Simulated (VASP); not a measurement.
Set up this calculation in VASP 6.6.1, as the native input.

```yaml
Task: single point
Functional: r2SCAN
Potentials_or_basis: VASP PAW PBE potentials, release 64 (Zn)
Cutoff: 520 eV
k_mesh: 9 × 9 × 9
Occupations: gaussian, width 0.1 eV
Spin: no spin polarisation
Dipole_correction: no
Further_INCAR_settings: ALGO = Normal; EDIFF = 1e-06; NBANDS = 25
```

Zn:

```
Zn
1.0
     1.39948    0.80799    6.27565
    -1.39948    0.80799    6.27565
     0.00000   -1.61598    6.27565
Zn
3
Direct
  0.00000 0.00000 0.00000
  0.22206 0.22206 0.22206
  0.77794 0.77794 0.77794
```

The input as run:

POSCAR

```
Zn
1.0
    1.3994838875      0.8079923992      6.2756493921
   -1.3994838875      0.8079923992      6.2756493921
    0.0000000000     -1.6159847984      6.2756493921
Zn
3
Direct
    0.0000000000      0.0000000000      0.0000000000
    0.2220584139      0.2220584139      0.2220584139
    0.7779415861      0.7779415861      0.7779415861
```

INCAR.step1

```
PREC = Accurate
ENCUT = 520
ISMEAR = 0
SIGMA = 0.1
LREAL = F
LASPH = T
NELM = 60
NBANDS = 25
GGA = PE
ALGO = Normal
EDIFF = 1E-4
LWAVE = T
LCHARG = F
```

INCAR.step2

```
PREC = Accurate
ENCUT = 520
EDIFF = 1E-6
ISMEAR = 0
SIGMA = 0.1
LREAL = F
LASPH = T
NELM = 60
ALGO = Normal
ISIF = 2
LWAVE = F
LCHARG = F
METAGGA = R2SCAN
LMIXTAU = T
NBANDS = 25
ISTART = 1
```

KPOINTS

```
Automatic mesh
0
Gamma
  9 9 9
```

Potentials or basis: VASP PAW PBE potentials, release 64 (Zn).

Command:

```bash
$ cat potpaw_PBE.64/Zn/POTCAR > POTCAR
$ cp INCAR.step1 INCAR
$ mpirun -np 1 vasp_std > vasp.out
$ cp INCAR.step2 INCAR
$ mpirun -np 1 vasp_std > vasp.out
```

It gave:

- Pressure: 0.3 GPa
- Band gap on the k mesh: zero (bands 18 and 19 overlap by 2.45 eV)

Caveat: the PAW data sets were made with another functional, which shifts forces and pressure a little.

Run time: 6.5 min on 1 thread of Intel(R) Xeon(R) 6975P-C (Granite Rapids), with other jobs on the host, peak memory 0.38 GiB.
